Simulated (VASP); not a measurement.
# Ti3Al (P-6m2) in VASP: a series of runs

Ti3Al is run at these levels: PBE; tasks: single point.

Everything below comes from runs of VASP 6.6.1. Logs are shortened: lines on timing, memory, paths and dates and some standing lists are left out, and cuts for length are marked.

## (1) The cell of the first run

The structure is hexagonal, space group P-6m2 (No. 187). The conventional cell has a = 2.928 Å, b = 2.928 Å, c = 9.226 Å, α = 90.00°, β = 90.00°, γ = 120.00°. Ti (site symmetry -6m2) has 12 Ti at 2.86 to 2.93 Å within 3.8 Å. Ti (site symmetry 3m) has 9 Ti at 2.86 to 2.93 Å and 3 Al at 2.86 Å within 3.8 Å. Within 3.8 Å of Al (site symmetry -6m2) lie 6 Ti at 2.86 Å and 6 Al at 2.93 Å.

## (2) Single point, PBE

File INCAR:

```
SYSTEM = Ti3Al
ALGO = Normal
EDIFF = 1E-6
ENCUT = 520
GGA = PE
ISIF = 2
ISMEAR = 0
LASPH = .TRUE.
LCHARG = .FALSE.
LREAL = .FALSE.
LWAVE = .FALSE.
NBANDS = 28
NELM = 80
PREC = Accurate
SIGMA = 0.1
```

File KPOINTS:

```
k-points
0
G
  6 6 2
  0 0 0
```

File POSCAR:

```
Ti3Al
1.0
    2.9275422400      0.0000000000      0.0000000000
   -1.4637711200      2.5353259500      0.0000000000
    0.0000000000      0.0000000000      9.2263622300
Ti Al
3 1
Direct
    0.6666666700      0.3333333300      0.0000000000
    0.3333333300      0.6666666700      0.7505940200
    0.3333333300      0.6666666700      0.2494059800
    0.6666666700      0.3333333300      0.5000000000
```

Potentials or basis: VASP PAW PBE potentials, release 64 (Ti_sv, Al).

On the command line:

```bash
$ cat potpaw_PBE.64/Ti_sv/POTCAR potpaw_PBE.64/Al/POTCAR > POTCAR
$ mpirun -np 1 vasp_std > vasp.out
```

OUTCAR:

```text
SYSTEM = Ti3Al
   EDIFF = 1E-6
   ENCUT = 520
   GGA = PE
   ISIF = 2
   ISMEAR = 0
   LASPH = .TRUE.
   LREAL = .FALSE.
   NELM = 80
   PREC = Accurate

 ion  position               nearest neighbor table
   1  0.667  0.333  0.000-   2 2.86   3 2.86   2 2.86   3 2.86   2 2.86   3 2.86
   2  0.333  0.667  0.751-   1 2.86   1 2.86   1 2.86   4 2.86   4 2.86   4 2.86
   3  0.333  0.667  0.249-   1 2.86   1 2.86   1 2.86   4 2.86   4 2.86   4 2.86
   4  0.667  0.333  0.500-   2 2.86   3 2.86   2 2.86   3 2.86   2 2.86   3 2.86

  LATTYP: Found a hexagonal cell.
 ALAT       =     2.9275422400
 C/A-ratio  =     3.1515727097

  Lattice vectors:

 A1 = (   2.9275422400,   0.0000000000,   0.0000000000)
 A2 = (  -1.4637711200,   2.5353259500,   0.0000000000)
 A3 = (   0.0000000000,   0.0000000000,   9.2263622300)

Analysis of symmetry for initial positions (statically):
=====================================================================
 Subroutine PRICEL returns:
 Original cell was already a primitive cell.

 Routine SETGRP: Setting up the symmetry group for a
 hexagonal supercell.

 Subroutine GETGRP returns: Found 12 space group operations
 (whereof 12 operations were pure point group operations)
 out of a pool of 24 trial point group operations.

The static configuration has the point symmetry D_3h.

Analysis of symmetry for dynamics (positions and initial velocities):
=====================================================================
 Subroutine PRICEL returns:
 Original cell was already a primitive cell.

 Routine SETGRP: Setting up the symmetry group for a
 hexagonal supercell.

 Subroutine GETGRP returns: Found 12 space group operations
 (whereof 12 operations were pure point group operations)
 out of a pool of 24 trial point group operations.

The dynamic configuration has the point symmetry D_3h.

 Subroutine INISYM returns: Found 12 space group operations
 (whereof 12 operations are pure point group operations),
 and found     1 'primitive' translations

----------------------------------------------------------------------------------------

                                     Primitive cell

  volume of cell :      68.4806

  direct lattice vectors                    reciprocal lattice vectors
     2.927542240  0.000000000  0.000000000     0.341583457  0.197213301  0.000000000
    -1.463771120  2.535325950  0.000000000     0.000000000  0.394426602  0.000000000
     0.000000000  0.000000000  9.226362230     0.000000000  0.000000000  0.108385079
[... 77 lines left out ...]
   EDIFF  = 0.1E-05   stopping-criterion for ELM
   LREAL  =      F    real-space projection
   EDIFFG = 0.1E-04   stopping-criterion for IOM
   NSW    =      0    number of steps for IOM
   IBRION =     -1    ionic relax: 0-MD 1-quasi-New 2-CG
   NFREE  =      0    steps in history (QN), initial steepest desc. (CG)
   ISIF   =      2    stress and relaxation
   ISYM   =      2    0-nonsym 1-usesym 2-fastsym
   POTIM  = 0.5000    time-step for ionic-motion
   TEBEG  =    0.0;   TEEND  =   0.0 temperature during run
   PSTRESS=    0.0 pullay stress
   NELECT =      39.0000    total number of electrons
   NUPDOWN=      -1.0000    fix difference up-down
   EMIN   =  10.00;   EMAX   =-10.00  energy-range for DOS
   EFERMI =   0.00;   METHOD = LEGACY
   ISMEAR =     0;   SIGMA  =   0.10  broadening in eV -4-tet -1-fermi 0-gaus
   EFERMI_NEDOS =   21; number of points for ismear=-14 and -15
   IALGO  =     38    algorithm
   IMIX   =      4    mixing-type and parameters
     AMIX     =   0.40;   BMIX     =  1.00
     AMIX_MAG =   1.60;   BMIX_MAG =  1.00
  volume/ion in A,a.u.               =      17.12       115.53
  Fermi-wavevector in a.u.,A,eV,Ry     =   1.356981  2.564323 25.053746  1.841398
  Thomas-Fermi vector in A             =   2.483938
   LORBIT       =      0    0 simple, 1 ext, 2 COOP (PROOUT), +10 PAW based schemes
   GGA     = PE    functional components
   LHFCALC =     F    Hartree Fock is set to
   AEXX    =    0.0000 exact exchange contribution
   IVDW    =     0    specifies the selected vdW correction
   LEPSILON=     F    determine dielectric tensor
   LRPA    =     F    only Hartree local field effects (RPA)
 non-spin polarized calculation
 Gauss-broadening in eV      SIGMA  =   0.10
  energy-cutoff  :      520.00
  volume of cell :       68.48
 maximum number of plane-waves:      1907
 NGX is ok and might be reduce to    24
   NGX = 11   NGY = 11   NGZ = 35

 number of electron      38.9999989 magnetization

 Free energy of the ion-electron system (eV)
  ---------------------------------------------------
  ext. energy  EPLUGINS =         0.00000000
  ---------------------------------------------------
  free energy    TOTEN  =       -27.79939694 eV

  energy without entropy =      -27.78548652  energy(sigma->0) =      -27.79244173

 E-fermi :   7.9929     XC(G=0): -11.1955

 val. band max:        7.9285539229   @ k =   0.5000   0.0000   0.5000
 cond. band min:       8.0005606771   @ k =   0.3333   0.3333   0.5000
 fundamental gap:      0.0720067543
 Fermi energy:         7.9929008735

 k-point     1 :       0.0000    0.0000    0.0000
  band No.  band energies     occupation
      1     -48.7859      2.00000
      2     -48.7173      2.00000
      3     -48.6766      2.00000
      4     -25.2924      2.00000
      5     -25.0253      2.00000
      6     -24.7581      2.00000
[... 423 lines left out ...]
     27      11.2231      0.00000
     28      11.3185      0.00000

------------------------ aborting loop because EDIFF is reached ----------------------------------------

  FORCE on cell =-STRESS in cart. coord.  units (eV):
  Direction    XX          YY          ZZ          XY          YZ          ZX
  --------------------------------------------------------------------------------------
  -------------------------------------------------------------------------------------
  Total       -0.0057486     -0.0057486      0.2318060      0.0000000      0.0000000      0.0000000
  in kB       -0.1344939     -0.1344939      5.4233513      0.0000000      0.0000000      0.0000000
  external PRESSURE =       1.7181212 kB  Pullay stress =       0.0000000 kB

 VOLUME and BASIS-vectors are now :
 -----------------------------------------------------------------------------
  energy-cutoff  :      520.00
  volume of cell :       68.48
      direct lattice vectors                 reciprocal lattice vectors
     2.927542240  0.000000000  0.000000000     0.341583457  0.197213301  0.000000000
    -1.463771120  2.535325950  0.000000000     0.000000000  0.394426602  0.000000000
     0.000000000  0.000000000  9.226362230     0.000000000  0.000000000  0.108385079

 POSITION                                       TOTAL-FORCE (eV/Angst)
 -----------------------------------------------------------------------------------
      1.46377      0.84511      0.00000        -0.000000      0.000000      0.000000
     -0.00000      1.69022      6.92525         0.000000     -0.000000     -0.057576
     -0.00000      1.69022      2.30111         0.000000     -0.000000      0.057576
      1.46377      0.84511      4.61318         0.000000     -0.000000      0.000000
 -----------------------------------------------------------------------------------
    total drift:                                0.000028     -0.000016      0.000000

  FREE ENERGIE OF THE ION-ELECTRON SYSTEM (eV)
  ---------------------------------------------------
  free  energy   TOTEN  =       -27.7993969417 eV

  energy  without entropy=      -27.7854865168  energy(sigma->0) =      -27.79244173
```

stdout:

```text
POSCAR found type information on POSCAR TiAl
 POSCAR found :  2 types and       4 ions
 scaLAPACK will be used
 LDA part: xc-table for (Slater+PW92), standard interpolation
 POSCAR, INCAR and KPOINTS ok, starting setup
 FFT: planning ... GRIDC
 FFT: planning ... GRID_SOFT
 FFT: planning ... GRID
 WAVECAR not read
 entering main loop
```

Wall time 30 s (1 thread of Intel Xeon Platinum 8488C (Sapphire Rapids), shared host); peak memory 0.19 GiB.

Results:

```
Free energy            : -27.7994 eV
Pressure               : 0.2 GPa
Largest force          : 0.058 eV/Å
Band gap on the k mesh : zero (an odd number of electrons rules out a gap without spin polarisation)
```

Forces in eV/Å, atoms in the order of the input:
```
Ti   0.000  0.000  0.000
Ti   0.000  0.000 -0.058
Ti   0.000  0.000  0.058
Al   0.000  0.000  0.000
```

Stress tensor (GPa, compression positive):
```
-0.01  0.00  0.00
 0.00 -0.01  0.00
 0.00  0.00  0.54
```

Levels at points of the mesh, in eV from the Fermi level:
| k point | band 17 | band 18 | band 19 | band 20 | band 21 | band 22 | band 23 | band 24 |
| --- | --- | --- | --- | --- | --- | --- | --- | --- |
| (0.00, 0.00, 0.00) | -0.76 | 0.45 | 0.70 | 0.79 | 0.79 | 0.89 | 0.89 | 1.19 |
| (0.50, 0.00, 0.00) | -1.46 | -1.22 | -0.65 | -0.42 | 0.87 | 0.98 | 1.09 | 1.72 |
| (0.00, 0.00, 0.50) | -1.01 | 0.41 | 0.74 | 0.79 | 0.79 | 0.88 | 0.88 | 1.20 |
| (0.50, 0.00, 0.50) | -1.56 | -1.22 | -0.94 | -0.06 | 0.83 | 0.86 | 1.03 | 1.84 |

Caveat: the k points lie up to 0.41 Å⁻¹ apart, too coarse for converged energies and pressures of a metal.

## (3) Single point, PBE, collinear spin

File INCAR:

```
PREC = Accurate ; ENCUT = 520
EDIFF = 1E-7 ; ISMEAR = 0
SIGMA = 0.1 ; LREAL = False
LASPH = True ; NELM = 150
ALGO = Normal ; ISIF = 2
LWAVE = False ; LCHARG = False
ISPIN = 2 ; MAGMOM = 1 1 1 0
LORBIT = 11 ; LMAXMIX = 4
GGA = PE ; NBANDS = 32
```

File KPOINTS:

```
regular mesh
0
Gamma
  6 6 2
```

POSCAR is that of step 2.

Potentials or basis: VASP PAW PBE potentials, release 64 (Ti_sv, Al).

On the command line:

```bash
$ cat potpaw_PBE.64/Ti_sv/POTCAR potpaw_PBE.64/Al/POTCAR > POTCAR
$ mpirun -np 1 vasp_std > vasp.out
```

OUTCAR:

```text
PREC = Accurate
   ENCUT = 520
   EDIFF = 1E-7
   ISMEAR = 0
   LREAL = False
   LASPH = True
   NELM = 150
   ISIF = 2
   ISPIN = 2
   LORBIT = 11
   GGA = PE

 ion  position               nearest neighbor table
   1  0.667  0.333  0.000-   2 2.86   3 2.86   2 2.86   3 2.86   2 2.86   3 2.86
   2  0.333  0.667  0.751-   1 2.86   1 2.86   1 2.86   4 2.86   4 2.86   4 2.86
   3  0.333  0.667  0.249-   1 2.86   1 2.86   1 2.86   4 2.86   4 2.86   4 2.86
   4  0.667  0.333  0.500-   2 2.86   3 2.86   2 2.86   3 2.86   2 2.86   3 2.86

  LATTYP: Found a hexagonal cell.
 ALAT       =     2.9275422400
 C/A-ratio  =     3.1515727097

  Lattice vectors:

 A1 = (   2.9275422400,   0.0000000000,   0.0000000000)
 A2 = (  -1.4637711200,   2.5353259500,   0.0000000000)
 A3 = (   0.0000000000,   0.0000000000,   9.2263622300)

Analysis of symmetry for initial positions (statically):
=====================================================================
 Subroutine PRICEL returns:
 Original cell was already a primitive cell.

 Routine SETGRP: Setting up the symmetry group for a
 hexagonal supercell.

 Subroutine GETGRP returns: Found 12 space group operations
 (whereof 12 operations were pure point group operations)
 out of a pool of 24 trial point group operations.

The static configuration has the point symmetry D_3h.

Analysis of symmetry for dynamics (positions and initial velocities):
=====================================================================
 Subroutine PRICEL returns:
 Original cell was already a primitive cell.

 Routine SETGRP: Setting up the symmetry group for a
 hexagonal supercell.

 Subroutine GETGRP returns: Found 12 space group operations
 (whereof 12 operations were pure point group operations)
 out of a pool of 24 trial point group operations.

The dynamic configuration has the point symmetry D_3h.

Analysis of structural, dynamic, and magnetic symmetry:
=====================================================================
 Subroutine PRICEL returns:
 Original cell was already a primitive cell.

 Routine SETGRP: Setting up the symmetry group for a
 hexagonal supercell.

 Subroutine GETGRP returns: Found 12 space group operations
 (whereof 12 operations were pure point group operations)
 out of a pool of 24 trial point group operations.

The overall configuration has the point symmetry D_3h.

 Subroutine INISYM returns: Found 12 space group operations
 (whereof 12 operations are pure point group operations),
 and found     1 'primitive' translations

----------------------------------------------------------------------------------------

                                     Primitive cell

  volume of cell :      68.4806

  direct lattice vectors                    reciprocal lattice vectors
     2.927542240  0.000000000  0.000000000     0.341583457  0.197213301  0.000000000
    -1.463771120  2.535325950  0.000000000     0.000000000  0.394426602  0.000000000
     0.000000000  0.000000000  9.226362230     0.000000000  0.000000000  0.108385079

  length of vectors
     2.927542240  2.927542240  9.226362230     0.394426602  0.394426602  0.108385079

  position of ions in fractional coordinates (direct lattice)
     0.666666670  0.333333330  0.000000000
[... 70 lines left out ...]
   NELM   =    150;   NELMIN=  2; NELMDL= -5     # of ELM steps
   EDIFF  = 0.1E-06   stopping-criterion for ELM
   LREAL  =      F    real-space projection
   EDIFFG = 0.1E-05   stopping-criterion for IOM
   NSW    =      0    number of steps for IOM
   IBRION =     -1    ionic relax: 0-MD 1-quasi-New 2-CG
   NFREE  =      0    steps in history (QN), initial steepest desc. (CG)
   ISIF   =      2    stress and relaxation
   ISYM   =      2    0-nonsym 1-usesym 2-fastsym
   POTIM  = 0.5000    time-step for ionic-motion
   TEBEG  =    0.0;   TEEND  =   0.0 temperature during run
   PSTRESS=    0.0 pullay stress
   NELECT =      39.0000    total number of electrons
   NUPDOWN=      -1.0000    fix difference up-down
   EMIN   =  10.00;   EMAX   =-10.00  energy-range for DOS
   EFERMI =   0.00;   METHOD = LEGACY
   ISMEAR =     0;   SIGMA  =   0.10  broadening in eV -4-tet -1-fermi 0-gaus
   EFERMI_NEDOS =   21; number of points for ismear=-14 and -15
   IALGO  =     38    algorithm
   IMIX   =      4    mixing-type and parameters
     AMIX     =   0.40;   BMIX     =  1.00
     AMIX_MAG =   1.60;   BMIX_MAG =  1.00
  volume/ion in A,a.u.               =      17.12       115.53
  Fermi-wavevector in a.u.,A,eV,Ry     =   1.356981  2.564323 25.053746  1.841398
  Thomas-Fermi vector in A             =   2.483938
   LORBIT       =     11    0 simple, 1 ext, 2 COOP (PROOUT), +10 PAW based schemes
   GGA     = PE    functional components
   LHFCALC =     F    Hartree Fock is set to
   AEXX    =    0.0000 exact exchange contribution
   IVDW    =     0    specifies the selected vdW correction
   LEPSILON=     F    determine dielectric tensor
   LRPA    =     F    only Hartree local field effects (RPA)
 spin polarized calculation
 Gauss-broadening in eV      SIGMA  =   0.10
  energy-cutoff  :      520.00
  volume of cell :       68.48
 maximum number of plane-waves:      1907
 NGX is ok and might be reduce to    24
   NGX = 11   NGY = 11   NGZ = 35

 number of electron      38.9999989 magnetization       0.0006212

 Free energy of the ion-electron system (eV)
  ---------------------------------------------------
  ext. energy  EPLUGINS =         0.00000000
  ---------------------------------------------------
  free energy    TOTEN  =       -27.79939718 eV

  energy without entropy =      -27.78548867  energy(sigma->0) =      -27.79244292

 E-fermi :   7.9929     XC(G=0): -11.1955

 val. band max:        7.9286361284   @ k =   0.5000   0.0000   0.5000
 cond. band min:       8.0006324251   @ k =   0.3333   0.3333   0.5000
 fundamental gap:      0.0719962967
 Fermi energy:         7.9929264840

 spin component 1

 k-point     1 :       0.0000    0.0000    0.0000
  band No.  band energies     occupation
      1     -48.7858      1.00000
      2     -48.7174      1.00000
      3     -48.6765      1.00000
      4     -25.2924      1.00000
      5     -25.0254      1.00000
      6     -24.7580      1.00000
[... 465 lines left out ...]
     30      11.5551      0.00000
     31      13.6682      0.00000
 Fermi energy:         7.9929264840

 spin component 2

 k-point     1 :       0.0000    0.0000    0.0000
  band No.  band energies     occupation
      1     -48.7858      1.00000
      2     -48.7172      1.00000
      3     -48.6764      1.00000
      4     -25.2923      1.00000
      5     -25.0252      1.00000
      6     -24.7580      1.00000
[... 465 lines left out ...]
     30      11.5553      0.00000
     31      13.6683      0.00000
 [bands above 31 left out]

------------------------ aborting loop because EDIFF is reached ----------------------------------------

  FORCE on cell =-STRESS in cart. coord.  units (eV):
  Direction    XX          YY          ZZ          XY          YZ          ZX
  --------------------------------------------------------------------------------------
  -------------------------------------------------------------------------------------
  Total       -0.0078044     -0.0078044      0.2289638      0.0000000      0.0000000     -0.0000000
  in kB       -0.1825929     -0.1825929      5.3568545      0.0000000      0.0000000     -0.0000000
  external PRESSURE =       1.6638896 kB  Pullay stress =       0.0000000 kB

 VOLUME and BASIS-vectors are now :
 -----------------------------------------------------------------------------
  energy-cutoff  :      520.00
  volume of cell :       68.48
      direct lattice vectors                 reciprocal lattice vectors
     2.927542240  0.000000000  0.000000000     0.341583457  0.197213301  0.000000000
    -1.463771120  2.535325950  0.000000000     0.000000000  0.394426602  0.000000000
     0.000000000  0.000000000  9.226362230     0.000000000  0.000000000  0.108385079

 POSITION                                       TOTAL-FORCE (eV/Angst)
 -----------------------------------------------------------------------------------
      1.46377      0.84511      0.00000        -0.000000      0.000000      0.000000
     -0.00000      1.69022      6.92525         0.000000     -0.000000     -0.058146
     -0.00000      1.69022      2.30111         0.000000      0.000000      0.058146
      1.46377      0.84511      4.61318        -0.000000      0.000000      0.000000
 -----------------------------------------------------------------------------------
    total drift:                                0.000028     -0.000016      0.000000

  FREE ENERGIE OF THE ION-ELECTRON SYSTEM (eV)
  ---------------------------------------------------
  free  energy   TOTEN  =       -27.7993971789 eV

  energy  without entropy=      -27.7854886656  energy(sigma->0) =      -27.79244292

 total charge

# of ion       s       p       d       tot
------------------------------------------
    1        2.253   6.137   1.866  10.256
    2        2.232   6.132   1.867  10.231
    3        2.232   6.132   1.867  10.231
    4        0.433   0.363   0.000   0.796
--------------------------------------------------
tot          7.150  18.763   5.600  31.514

 magnetization (x)

# of ion       s       p       d       tot
------------------------------------------
    1       -0.000  -0.000  -0.000  -0.000
    2        0.000   0.000   0.000   0.000
    3        0.000   0.000   0.000   0.000
    4       -0.000  -0.000   0.000  -0.000
--------------------------------------------------
tot          0.000   0.000   0.000   0.000
```

stdout:

```text
POSCAR found type information on POSCAR TiAl
 POSCAR found :  2 types and       4 ions
 scaLAPACK will be used
 LDA part: xc-table for (Slater+PW92), standard interpolation
 POSCAR, INCAR and KPOINTS ok, starting setup
 FFT: planning ... GRIDC
 FFT: planning ... GRID_SOFT
 FFT: planning ... GRID
 WAVECAR not read
 entering main loop
```

Run time: 71 s. Hardware: 1 thread of Intel Xeon Platinum 8488C (Sapphire Rapids), shared host; peak memory 0.23 GiB.

What came out:

```
Free energy                                           : -27.7994 eV
Pressure                                              : 0.2 GPa
Largest force                                         : 0.058 eV/Å
Net moment                                            : 0.00 μB per cell
Valence electrons inside the program's atomic spheres : Ti 10.26, 10.23 (each value once); Al 0.80
```

Forces on the atoms (eV/Å):
```
Ti   0.000  0.000  0.000
Ti   0.000  0.000 -0.058
Ti   0.000  0.000  0.058
Al   0.000  0.000  0.000
```

Caveat: the k points lie up to 0.41 Å⁻¹ apart.

(Continued in part 2 of 2.)
